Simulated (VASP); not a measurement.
# Zr (Im-3m) in VASP: notebook

Runs on Zr. Level: PBE. Tasks: single point, relaxation of cell and atoms.

Program: VASP 6.6.1. These are calculated values, not measurements. Logs are shortened: lines on timing, memory, paths and dates and some standing lists are left out, and cuts for length are marked.

### 1 The cell of the first run

The structure is cubic, space group Im-3m (No. 229). Conventional cell: a = 3.575 Å, b = 3.575 Å, c = 3.575 Å, α = 90.00°, β = 90.00°, γ = 90.00°. Within 4.1 Å of Zr (site symmetry m-3m) lie 14 Zr at 3.10 to 3.58 Å.

### 2 Single point, PBE

INCAR reads:

```
SYSTEM = Zr
ALGO = Normal
EDIFF = 1E-6
ENCUT = 520
GGA = PE
ISIF = 2
ISMEAR = -1
LASPH = .TRUE.
LCHARG = .FALSE.
LREAL = .FALSE.
LWAVE = .FALSE.
NBANDS = 12
NELM = 100
PREC = Accurate
SIGMA = 0.05
```

KPOINTS reads:

```
k-points
0
G
  16 16 16
  0 0 0
```

POSCAR reads:

```
Zr
1.0
   -1.7877186994      1.7877186994      1.7877186994
    1.7877186994     -1.7877186994      1.7877186994
    1.7877186994      1.7877186994     -1.7877186994
Zr
1
Direct
    0.0000000000      0.0000000000      0.0000000000
```

Potentials or basis: VASP PAW PBE potentials, release 64 (Zr_sv).

Launch:

```console
> cat potpaw_PBE.64/Zr_sv/POTCAR > POTCAR
> mpirun -np 1 vasp_std > vasp.out
```

OUTCAR:

```text
SYSTEM = Zr
   EDIFF = 1E-6
   ENCUT = 520
   GGA = PE
   ISIF = 2
   ISMEAR = -1
   LASPH = .TRUE.
   LREAL = .FALSE.
   NELM = 100
   PREC = Accurate

 ion  position               nearest neighbor table
   1  0.000  0.000  0.000-

  LATTYP: Found a body centered cubic cell.
 ALAT       =     3.5754373988

  Lattice vectors:

 A1 = (  -1.7877186994,   1.7877186994,   1.7877186994)
 A2 = (   1.7877186994,  -1.7877186994,   1.7877186994)
 A3 = (   1.7877186994,   1.7877186994,  -1.7877186994)

Analysis of symmetry for initial positions (statically):
=====================================================================
 Subroutine PRICEL returns:
 Original cell was already a primitive cell.

 Routine SETGRP: Setting up the symmetry group for a
 body centered cubic supercell.

 Subroutine GETGRP returns: Found 48 space group operations
 (whereof 48 operations were pure point group operations)
 out of a pool of 48 trial point group operations.

The static configuration has the point symmetry O_h .

Analysis of symmetry for dynamics (positions and initial velocities):
=====================================================================
 Subroutine PRICEL returns:
 Original cell was already a primitive cell.

 Routine SETGRP: Setting up the symmetry group for a
 body centered cubic supercell.

 Subroutine GETGRP returns: Found 48 space group operations
 (whereof 48 operations were pure point group operations)
 out of a pool of 48 trial point group operations.

The dynamic configuration has the point symmetry O_h .

 Subroutine INISYM returns: Found 48 space group operations
 (whereof 48 operations are pure point group operations),
 and found     1 'primitive' translations

----------------------------------------------------------------------------------------

                                     Primitive cell

  volume of cell :      22.8538

  direct lattice vectors                    reciprocal lattice vectors
    -1.787718699  1.787718699  1.787718699     0.000000000  0.279686060  0.279686060
     1.787718699 -1.787718699  1.787718699     0.279686060  0.000000000  0.279686060
     1.787718699  1.787718699 -1.787718699     0.279686060  0.279686060  0.000000000

  length of vectors
     3.096419617  3.096419617  3.096419617     0.395535820  0.395535820  0.395535820

  position of ions in fractional coordinates (direct lattice)
     0.000000000  0.000000000  0.000000000

  ion indices of the primitive-cell ions
   primitive index   ion index
                 1           1

----------------------------------------------------------------------------------------

 KPOINTS: k-points

Automatic generation of k-mesh.
 Grid dimensions read from file:
 generate k-points for:   16   16   16

 Generating k-lattice:

  Cartesian coordinates                     Fractional coordinates (reciprocal lattice)
     0.000000000  0.017480379  0.017480379     0.062500000  0.000000000  0.000000000
     0.017480379  0.000000000  0.017480379     0.000000000  0.062500000  0.000000000
     0.017480379  0.017480379  0.000000000     0.000000000  0.000000000  0.062500000

  Length of vectors
     0.024720989  0.024720989  0.024720989

  Shift w.r.t. Gamma in fractional coordinates (k-lattice)
     0.000000000  0.000000000  0.000000000

 Subroutine IBZKPT returns following result:
 ===========================================

 Found    145 irreducible k-points:

 Following reciprocal coordinates:
            Coordinates               Weight
  0.000000  0.000000  0.000000      1.000000
  0.062500  0.000000  0.000000     12.000000
  0.125000  0.000000  0.000000     12.000000
  0.187500  0.000000  0.000000     12.000000
  0.250000  0.000000  0.000000     12.000000
  0.312500  0.000000  0.000000     12.000000
[... 16 lines left out ...]
  0.187500  0.187500  0.000000     24.000000
  0.250000  0.187500  0.000000     48.000000
 [... further k-points ...]
   k-points           NKPTS =    145   k-points in BZ     NKDIM =    145   number of bands    NBANDS=     12
   number of dos      NEDOS =    301   number of ions     NIONS =      1
   total plane-waves  NPLWV =  13824
   dimension x,y,z NGX =    24 NGY =   24 NGZ =   24
   dimension x,y,z NGXF=    48 NGYF=   48 NGZF=   48
   ions per type =               1
   NGX,Y,Z   is equivalent  to a cutoff of  12.89, 12.89, 12.89 a.u.
   NGXF,Y,Z  is equivalent  to a cutoff of  25.77, 25.77, 25.77 a.u.
 SYSTEM =  Zr
   PREC   = accura    normal or accurate (medium, high low for compatibility)
   ISTART =      0    job   : 0-new  1-cont  2-samecut
   ICHARG =      2    charge: 1-file 2-atom 10-const
   ISPIN  =      1    spin polarized calculation?
   LNONCOLLINEAR =      F non collinear calculations
   LSORBIT =      F    spin-orbit coupling
   LASPH  =      T    aspherical Exc in radial PAW
   ENCUT  =  520.0 eV  38.22 Ry    6.18 a.u.   5.76  5.76  5.76*2*pi/ulx,y,z
   NELM   =    100;   NELMIN=  2; NELMDL= -5     # of ELM steps
   EDIFF  = 0.1E-05   stopping-criterion for ELM
   LREAL  =      F    real-space projection
   EDIFFG = 0.1E-04   stopping-criterion for IOM
   NSW    =      0    number of steps for IOM
   IBRION =     -1    ionic relax: 0-MD 1-quasi-New 2-CG
   NFREE  =      0    steps in history (QN), initial steepest desc. (CG)
   ISIF   =      2    stress and relaxation
   ISYM   =      2    0-nonsym 1-usesym 2-fastsym
   POTIM  = 0.5000    time-step for ionic-motion
   TEBEG  =    0.0;   TEEND  =   0.0 temperature during run
   PSTRESS=    0.0 pullay stress
   NELECT =      12.0000    total number of electrons
   NUPDOWN=      -1.0000    fix difference up-down
   EMIN   =  10.00;   EMAX   =-10.00  energy-range for DOS
   EFERMI =   0.00;   METHOD = LEGACY
   ISMEAR =    -1;   SIGMA  =   0.05  broadening in eV -4-tet -1-fermi 0-gaus
   EFERMI_NEDOS =   21; number of points for ismear=-14 and -15
   IALGO  =     38    algorithm
   IMIX   =      4    mixing-type and parameters
     AMIX     =   0.40;   BMIX     =  1.00
     AMIX_MAG =   1.60;   BMIX_MAG =  1.00
  volume/ion in A,a.u.               =      22.85       154.22
  Fermi-wavevector in a.u.,A,eV,Ry     =   1.320736  2.495829 23.733241  1.744344
  Thomas-Fermi vector in A             =   2.450541
   LORBIT       =      0    0 simple, 1 ext, 2 COOP (PROOUT), +10 PAW based schemes
   GGA     = PE    functional components
   LHFCALC =     F    Hartree Fock is set to
   AEXX    =    0.0000 exact exchange contribution
   IVDW    =     0    specifies the selected vdW correction
   LEPSILON=     F    determine dielectric tensor
   LRPA    =     F    only Hartree local field effects (RPA)
 non-spin polarized calculation
  energy-cutoff  :      520.00
  volume of cell :       22.85
 maximum number of plane-waves:       630
   NGX = 11   NGY = 11   NGZ = 11

 number of electron      12.0000000 magnetization

 Free energy of the ion-electron system (eV)
  ---------------------------------------------------
  ext. energy  EPLUGINS =         0.00000000
  ---------------------------------------------------
  free energy    TOTEN  =        -8.44341243 eV

  energy without entropy =       -8.42771931  energy(sigma->0) =       -8.43556587

 E-fermi :   8.9122     XC(G=0): -11.1609

 val. band max:        8.9082209817   @ k =  -0.3750  -0.4375   0.0625
 cond. band min:       8.9367340722   @ k =   0.1250   0.1250   0.0625
 fundamental gap:      0.0285130905
 Fermi energy:         8.9121613184

 k-point     1 :       0.0000    0.0000    0.0000
  band No.  band energies     occupation
      1     -39.5394      2.00000
      2     -17.0260      2.00000
      3     -17.0260      2.00000
      4     -17.0260      2.00000
      5       3.5188      2.00000
      6      10.0499      0.00000
      7      10.0499      0.00000
      8      10.0499      0.00000
      9      12.5699      0.00000
     10      12.5699      0.00000
     11      21.3666      0.00000
     12      21.3666      0.00000

 k-point     2 :       0.0625    0.0000    0.0000
  band No.  band energies     occupation
      1     -39.5332      2.00000
      2     -17.0678      2.00000
      3     -17.0387      2.00000
      4     -17.0263      2.00000
      5       3.6550      2.00000
      6       9.9581      0.00000
      7      10.0203      0.00000
      8      10.1816      0.00000
      9      12.4250      0.00000
     10      12.5684      0.00000
     11      21.4876      0.00000
     12      21.6123      0.00000

 k-point     3 :       0.1250    0.0000    0.0000
  band No.  band energies     occupation
      1     -39.5158      2.00000
      2     -17.1856      2.00000
      3     -17.0747      2.00000
      4     -17.0272      2.00000
      5       4.0448      2.00000
      6       9.7108      0.00000
      7       9.8922      0.00000
      8      10.5710      0.00000
      9      12.1523      0.00000
     10      12.5740      0.00000
     11      21.7667      0.00000
     12      22.3185      0.00000

 k-point     4 :       0.1875    0.0000    0.0000
  band No.  band energies     occupation
      1     -39.4896      2.00000
      2     -17.3580      2.00000
      3     -17.1281      2.00000
      4     -17.0285      2.00000
      5       4.6275      2.00000
      6       9.3736      0.00020
      7       9.6246      0.00000
      8      11.2011      0.00000
      9      12.0261      0.00000
     10      12.6103      0.00000
     11      21.8995      0.00000
     12      23.1687      0.00000

 k-point     5 :       0.2500    0.0000    0.0000
  band No.  band energies     occupation
      1     -39.4584      2.00000
      2     -17.5559      2.00000
      3     -17.1903      2.00000
      4     -17.0302      2.00000
      5       5.2827      2.00000
      6       9.0157      0.22405
      7       9.3480      0.00033
      8      12.0407      0.00000
      9      12.1186      0.00000
     10      12.6987      0.00000
     11      21.4878      0.00000
     12      22.8552      0.00000

 k-point     6 :       0.3125    0.0000    0.0000
  band No.  band energies     occupation
      1     -39.4271      2.00000
      2     -17.7484      2.00000
      3     -17.2517      2.00000
      4     -17.0319      2.00000
      5       5.8128      2.00000
      6       8.6915      1.97605
      7       9.3296      0.00047
      8      12.3258      0.00000
      9      12.8443      0.00000
     10      13.0354      0.00000
     11      20.6594      0.00000
     12      21.7838      0.00000

 k-point     7 :       0.3750    0.0000    0.0000
  band No.  band energies     occupation
      1     -39.4003      2.00000
      2     -17.9076      2.00000
      3     -17.3031      2.00000
      4     -17.0333      2.00000
      5       6.0573      2.00000
      6       8.4380      1.99985
      7       9.7185      0.00000
      8      12.5151      0.00000
      9      13.0252      0.00000
     10      14.0837      0.00000
     11      19.8170      0.00000
     12      20.6208      0.00000

 k-point     8 :       0.4375    0.0000    0.0000
  band No.  band energies     occupation
      1     -39.3823      2.00000
      2     -18.0121      2.00000
      3     -17.3372      2.00000
      4     -17.0343      2.00000
      5       6.0948      2.00000
      6       8.2778      1.99999
      7      10.2939      0.00000
      8      12.5842      0.00000
      9      13.1858      0.00000
     10      14.9791      0.00000
     11      19.2117      0.00000
     12      19.7519      0.00000
[... 166 lines left out ...]
 k-point    20 :       0.3125    0.1250    0.0000
  band No.  band energies     occupation
      1     -39.3927      2.00000
      2     -17.8859      2.00000
      3     -17.3412      2.00000
      4     -17.0853      2.00000
      5       6.4381      2.00000
      6       8.4458      1.99982
      7       9.2802      0.00127
      8      12.2572      0.00000
      9      13.2394      0.00000
     10      14.6320      0.00000
     11      19.9567      0.00000
     12      20.8634      0.00000

 k-point    21 :       0.3750    0.1250    0.0000
  band No.  band energies     occupation
      1     -39.3761      2.00000
      2     -17.9696      2.00000
      3     -17.3858      2.00000
      4     -17.0874      2.00000
      5       6.4753      2.00000
      6       8.3236      1.99998
      7       9.7348      0.00000
      8      12.4014      0.00000
      9      13.3758      0.00000
     10      15.5232      0.00000
     11      19.2257      0.00000
     12      20.0374      0.00000

 k-point    22 :       0.4375    0.1250    0.0000
  band No.  band energies     occupation
      1     -39.3702      2.00000
      2     -17.9987      2.00000
      3     -17.4015      2.00000
      4     -17.0881      2.00000
      5       6.4648      2.00000
      6       8.2817      1.99999
      7       9.9611      0.00000
      8      12.4124      0.00000
      9      13.4725      0.00000
     10      15.9005      0.00000
     11      18.8815      0.00000
     12      19.7709      0.00000

 k-point    23 :       0.1875    0.1875    0.0000
  band No.  band energies     occupation
      1     -39.4199      2.00000
      2     -17.7263      2.00000
      3     -17.2706      2.00000
      4     -17.1005      2.00000
      5       6.2303      2.00000
      6       8.6106      1.99520
      7       8.9381      0.74589
      8      11.8586      0.00000
      9      13.1675      0.00000
     10      13.5618      0.00000
     11      21.0783      0.00000
     12      22.4828      0.00000

 k-point    24 :       0.2500    0.1875    0.0000
  band No.  band energies     occupation
      1     -39.3951      2.00000
      2     -17.8283      2.00000
      3     -17.3558      2.00000
      4     -17.1140      2.00000
      5       6.7042      2.00000
      6       8.3955      1.99993
      7       8.9452      0.68076
      8      12.0564      0.00000
      9      13.2531      0.00000
     10      14.6613      0.00000
     11      20.1583      0.00000
     12      21.7658      0.00000

 [... further k-points ...]
[... 5 lines left out ...]
  --------------------------------------------------------------------------------------
  -------------------------------------------------------------------------------------
  Total       -0.0010041     -0.0010041     -0.0010041      0.0000000      0.0000000      0.0000000
  in kB       -0.0703962     -0.0703962     -0.0703962      0.0000000      0.0000000      0.0000000
  external PRESSURE =      -0.0703962 kB  Pullay stress =       0.0000000 kB

 VOLUME and BASIS-vectors are now :
 -----------------------------------------------------------------------------
  energy-cutoff  :      520.00
  volume of cell :       22.85
      direct lattice vectors                 reciprocal lattice vectors
    -1.787718699  1.787718699  1.787718699     0.000000000  0.279686060  0.279686060
     1.787718699 -1.787718699  1.787718699     0.279686060  0.000000000  0.279686060
     1.787718699  1.787718699 -1.787718699     0.279686060  0.279686060  0.000000000

 POSITION                                       TOTAL-FORCE (eV/Angst)
 -----------------------------------------------------------------------------------
      0.00000      0.00000      0.00000         0.000000      0.000000     -0.000000
 -----------------------------------------------------------------------------------
    total drift:                               -0.000000     -0.000000      0.000000

  FREE ENERGIE OF THE ION-ELECTRON SYSTEM (eV)
  ---------------------------------------------------
  free  energy   TOTEN  =        -8.4434124336 eV

  energy  without entropy=       -8.4277193121  energy(sigma->0) =       -8.43556587
```

It took 43 s on 1 thread of AMD EPYC 7R43 (Zen 3), shared host; peak memory 0.12 GiB.

Results:

* Free energy: -8.4434 eV
* Pressure: 0.0 GPa
* Band gap on the k mesh: zero (band 6 reaches 10.05 eV, above the bottom of band 7 at 8.17 eV)

Levels at points of the mesh, in eV from the Fermi level:
```tsv
k point	band 2	band 3	band 4	band 5	band 6	band 7	band 8	band 9	band 10	band 11
(0.00, 0.00, 0.00)	-25.94	-25.94	-25.94	-5.39	1.14	1.14	1.14	3.66	3.66	12.45
(0.50, 0.00, 0.00)	-26.96	-26.26	-25.95	-2.82	-0.69	1.67	3.66	4.34	6.45	10.08
(0.50, 0.50, 0.50)	-26.64	-26.64	-26.64	-2.60	-2.60	5.76	5.76	5.76	7.54	7.54
```

### 3 Relaxation of cell and atoms, PBE

This run uses another cell than the first one, of 23.40 Å³/atom, 1.024 times its volume.

INCAR reads:

```
SYSTEM = Zr
ALGO = Normal ; EDIFF = 1E-6
EDIFFG = -0.005 ; ENCUT = 600
GGA = PE ; IBRION = 2
ISIF = 3 ; ISMEAR = -1
LASPH = .TRUE. ; LCHARG = .FALSE.
LREAL = .FALSE. ; LWAVE = .FALSE.
NELM = 80 ; NSW = 60
PREC = Accurate ; SIGMA = 0.05
```

KPOINTS is that of step 2.

POSCAR reads:

```
Zr
1.0
   -1.8019012832      1.8019012832      1.8019012832
    1.8019012832     -1.8019012832      1.8019012832
    1.8019012832      1.8019012832     -1.8019012832
Zr
1
Direct
    0.0000000000      0.0000000000      0.0000000000
```

Potentials or basis: VASP PAW PBE potentials, release 64 (Zr_sv).

Launch:

```console
> cat potpaw_PBE.64/Zr_sv/POTCAR > POTCAR
> mpirun -np 1 vasp_std > vasp.out
```

Run time: 2.4 min. Hardware: 1 thread of AMD EPYC 7R43 (Zen 3), shared host; peak memory 0.16 GiB.

It converged, with:

```
Free energy                            : -8.4435 eV
Relaxed volume                         : 22.86 Å³/atom
Relaxed cell                           : a = 3.097 Å, b = 3.097 Å, c = 3.097 Å, α = 109.47°, β = 109.47°, γ = 109.47°
Space group after relaxing (to 0.05 Å) : Im-3m (No. 229)
Energy gained by relaxing              : 3.5 meV/atom
Ionic steps                            : 3
Pressure after relaxing                : 0.0 GPa
Band gap on the k mesh                 : zero (band 6 reaches 10.05 eV, above the bottom of band 7 at 8.17 eV)
```

Step by step:
```
step  energy change (eV)  largest force (eV/Å)  pressure (GPa)  volume (Å³)
   1              0.0000                0.0000           -2.00        23.40
   2             -0.0012                0.0000            1.73        22.43
   3             -0.0035                0.0000            0.01        22.86
```

Final structure:
```cif
data_structure
_symmetry_space_group_name_H-M 'P 1'
_symmetry_Int_Tables_number 1
_cell_length_a 3.0965
_cell_length_b 3.0965
_cell_length_c 3.0965
_cell_angle_alpha 109.471
_cell_angle_beta 109.471
_cell_angle_gamma 109.471
_cell_volume 22.86
loop_
_atom_site_label
_atom_site_type_symbol
_atom_site_fract_x
_atom_site_fract_y
_atom_site_fract_z
_atom_site_occupancy
Zr1 Zr 0.00000 0.00000 0.00000 1
```

Levels at points of the mesh, in eV from the Fermi level:
| k point | band 4 | band 5 | band 6 | band 7 | band 8 | band 9 |
| --- | --- | --- | --- | --- | --- | --- |
| (0.00, 0.00, 0.00) | -25.94 | -5.39 | 1.14 | 1.14 | 1.14 | 3.66 |
| (0.50, 0.00, 0.00) | -25.95 | -2.82 | -0.69 | 1.67 | 3.66 | 4.34 |
| (0.50, 0.50, 0.50) | -26.64 | -2.60 | -2.60 | 5.76 | 5.76 | 5.76 |
